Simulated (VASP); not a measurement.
**HgTe: single point with PBE**

The system is HgTe.

```xyz
2
Lattice="0.0121 3.2235 3.2235 3.2235 0.0121 3.2235 3.2356 3.2356 0.0000" Properties=species:S:1:pos:R:3 pbc="T T T"
Hg    0.0000    0.0000    0.0000
Te    4.8534    4.8534    4.8353
```

This cell differs from its parent crystal: strain +0.0075 x Voigt [0, 0, 0, 0, 0, 1].

```yaml
Program: VASP 6.6.1
Task: single point
Functional: PBE
Potentials_or_basis: VASP PAW PBE potentials, release 64 (Hg, Te)
Cutoff: 520 eV
k_mesh: 14 × 14 × 14
Occupations: gaussian, width 0.15 eV
Spin: no spin polarisation
Dipole_correction: no
Further_INCAR_settings: ALGO = Normal; EDIFF = 1e-07; NBANDS = 16
```

- Pressure: 4.1 GPa
- Largest force: 0.051 eV/Å

Forces on the atoms (eV/Å):
```
Hg   0.000  0.000 -0.051
Te   0.000  0.000  0.051
```

Stress tensor (GPa, compression positive):
```
 4.15 -0.33  0.00
-0.33  4.15  0.00
 0.00  0.00  4.15
```

Levels at points of the mesh, in eV from the Fermi level:
```
           k point  band 6  band 7  band 8  band 9  band 10  band 11  band 12  band 13
(0.00, 0.00, 0.00)   -7.00   -0.84   -0.15   -0.14    -0.12     4.04     4.08     4.12
(0.50, 0.00, 0.00)   -6.69   -5.68   -1.16   -1.15     0.55     4.86     4.90     6.73
(0.50, 0.50, 0.00)   -6.53   -5.62   -2.48   -2.41     1.76     2.34     8.11     8.75
(0.00, 0.00, 0.50)   -6.69   -5.68   -1.13   -1.12     0.59     4.88     4.92     6.73
(0.50, 0.00, 0.50)   -6.53   -5.62   -2.44   -2.44     1.76     2.33     8.11     8.76
```

Run time: 2.7 min on 1 thread of Intel(R) Xeon(R) 6975P-C (Granite Rapids), on a shared host, peak memory 0.58 GiB.

Caveat: the cell differs from its parent crystal (strain +0.0075 x Voigt [0, 0, 0, 0, 0, 1]); the cell stands under pressure; spin-orbit coupling is left out, which moves the levels of the heavy elements.
